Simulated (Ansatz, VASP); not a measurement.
BN in VASP and in Ansatz

```
CELL_PARAMETERS angstrom
2.49562 0.00000 0.00000
-1.24781 2.16127 0.00000
0.00000 0.00000 6.63892
ATOMIC_POSITIONS crystal
B 0.33333 0.66667 0.25000
B 0.66667 0.33333 0.75000
N 0.33333 0.66667 0.75000
N 0.66667 0.33333 0.25000
```

Change from the starting cell: volume scaled by 0.99.

Alike in both runs: task single point; functional PBEsol; k mesh 11 × 11 × 4; occupations fermi-dirac, width 0.02 eV; no spin polarisation.

|  | VASP | Ansatz |
| --- | --- | --- |
| version | VASP 6.6.1 | Ansatz 0.2.0 |
| potentials or method | VASP PAW PBE potentials, release 64 (B, N), cutoff 520 eV | all-electron LAPW, scalar-relativistic |

Ansatz gave:

| Quantity | Value |
| --- | --- |
| gap on the k mesh at the Fermi level (eV) | 4.25 |
| pressure (GPa) | 2.9 |
| traceless stress, the component that is largest in VASP (GPa) | -1.95 |

Task: What did VASP give for the same quantities?

Result: gap on the k mesh at the Fermi level (eV): 4.24; pressure (GPa): 3.2; traceless stress, the component that is largest in VASP (GPa): -2.44.

VASP's potentials were made for PBE, not for PBEsol. Ansatz ran all-electron here, and VASP with PAW potentials.
